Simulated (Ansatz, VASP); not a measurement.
**Two plane-wave programs on Os**

Contents of INCAR:

```
SYSTEM = Os
PREC = Accurate ; ENCUT = 520
EDIFF = 1E-8 ; ISMEAR = -1
SIGMA = 0.05 ; LREAL = .False.
LASPH = .True. ; NELM = 60
ALGO = Normal ; ISIF = 2
LWAVE = .False. ; LCHARG = .False.
GGA = PE ; LEFG = .True.
NBANDS = 15
```

KPOINTS

```
Automatic mesh
0
Gamma
  15 15 9
  0 0 0
```

Contents of POSCAR:

```
Os
1.0
    2.7340999755     -0.0410114996     -0.0410114996
   -1.4025669883      2.3883057851     -0.0150112507
   -0.0647955000     -0.0647955000      4.3197000000
Os
2
Direct
    0.3333333333      0.6666666667      0.2500000000
    0.6666666667      0.3333333333      0.7500000000
```

Input for Ansatz:

```yaml
crystal:
  lattice:
    - [2.7340999755, -0.0410114996, -0.0410114996]
    - [-1.4025669883, 2.3883057851, -0.0150112507]
    - [-0.0647955, -0.0647955, 4.3197]
  atoms:
    - { symbol: Os, position: [0.3333333333, 0.6666666667, 0.25] }
    - { symbol: Os, position: [0.6666666667, 0.3333333333, 0.75] }
kpoints:
  mp_grid: { grid: [15, 15, 9] }
scf:
  occupations: { method: fermi_dirac, width: 0.05 }
hamiltonian:
  xc: pbe
  pseudopotentials: { kind: paw }
output:
  forces: true
  stress: true
  eigenvalues: true
  efg: { contact_densities: true }
```

Change from the starting cell: equal xy, yz and zx shear strains of -3 %, PAW files.

Alike in both runs: task electric field gradients; functional PBE; k mesh 15 × 15 × 9; occupations fermi-dirac, width 0.05 eV; no spin polarisation.

```csv
,VASP,Ansatz
version,VASP 6.6.1,Ansatz 0.2.0
potentials or method,"VASP PAW PBE potentials, release 64 (Os)","PAW with Ansatz's default frozen-core files, scalar-relativistic"
plane-wave cutoff (eV),520,420
valence electrons in the cell,16,32
```

```tsv
	VASP	Ansatz	Ansatz less VASP
pressure (GPa)	9.8	9.8	-0.04
traceless stress, the component that is largest in VASP (GPa)	8.52	8.57	+0.050
rms of the force components (eV/Å)	0.085	0.087	+0.0024
size of Vzz on the site where it differs most (V/Å²)	102.8	81.3	-21.58
```

Atom by atom the forces differ by 0.002 eV/Å (rms over components). The functional is the same, so the differences come from potentials, cutoffs and numerics. VASP's potentials hold 16 valence electrons a cell and Ansatz's 32, so a difference there can come from the potentials and not from the codes.

Neither program's run includes spin-orbit coupling.
